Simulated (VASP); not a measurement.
A run of VASP 6.6.1:

Contents of INCAR:

```
SYSTEM = BP
ALGO = Normal
EDIFF = 1E-6
EDIFFG = -0.02
ENCUT = 600
IBRION = 2
ISIF = 3
ISMEAR = -1
LASPH = .True.
LCHARG = .False.
LREAL = .False.
LWAVE = .False.
NELM = 80
NSW = 80
PREC = Accurate
PSTRESS = 300.0
SIGMA = 0.05
```

The input KPOINTS:

```
k-points
0
Gamma
  10 10 10
  0 0 0
```

Contents of POSCAR:

```
BP
1.0
    0.0000000000      2.2690000000      2.2690000000
    2.2690000000      0.0000000000      2.2690000000
    2.2690000000      2.2690000000      0.0000000000
P B
1 1
Direct
    0.7500000000      0.7500000000      0.7500000000
    0.0000000000      0.0000000000      0.0000000000
```

Potentials or basis: VASP PAW LDA potentials, release 64 (P, B).

Run with:

```sh
$ cat potpaw_LDA.64/P/POTCAR potpaw_LDA.64/B/POTCAR > POTCAR
$ mpirun -np 1 vasp_std > vasp.out
```

Hardware: 1 thread of Intel Xeon 8259CL, on a shared host.

Task: Estimate the wall time of this run.

Result: Wall time 81 s on 1 thread of Intel Xeon 8259CL, on a shared host, peak memory 0.15 GiB. Counts: scf iterations 48, k points 47, ion steps 7.
